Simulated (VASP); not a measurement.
A run of VASP 6.6.1:

The input INCAR:

```
SYSTEM = ZrB2
PREC     = Accurate       ! precision mode
ENCUT    = 520            ! plane-wave cutoff, eV
EDIFF    = 1E-7           ! SCF threshold, eV
ISMEAR   = 0              ! smearing method
SIGMA    = 0.05           ! smearing width, eV
LREAL    = .False.        ! projectors in reciprocal space
LASPH    = .True.         ! aspherical terms in the spheres
NELM     = 60             ! most SCF steps
ALGO     = Normal         ! electronic algorithm
ISIF     = 2              ! what is computed and relaxed
LWAVE    = .False.        ! write WAVECAR
LCHARG   = .False.        ! write CHGCAR
GGA      = RE             ! functional
NBANDS   = 16             ! bands
```

Contents of KPOINTS:

```
regular mesh
0
Gamma
  8 8 8
  0 0 0
```

File POSCAR:

```
ZrB2
1.0
    3.1654278767      0.0000000000      0.0000000000
   -1.5827139384      2.7413409551      0.0000000000
    0.0000000000      0.0000000000      3.5227840234
Zr B
1 2
Direct
    0.0000000000      0.0000000000      0.0000000000
    0.3333333333      0.6666666667      0.5000000000
    0.6666666667      0.3333333333      0.5000000000
```

Potentials or basis: VASP PAW PBE potentials, release 64 (Zr_sv, B).

Command:

```bash
$ cat potpaw_PBE.64/Zr_sv/POTCAR potpaw_PBE.64/B/POTCAR > POTCAR
$ mpirun -np 1 vasp_std > vasp.out
```

Hardware: 1 thread of Intel Xeon 8259CL, on a shared host.

Task: Estimate the wall time of this run.

Result: Wall time 25 s on 1 thread of Intel Xeon 8259CL, with other jobs on the host, peak memory 0.16 GiB. Counts: scf iterations 13, k points 50.
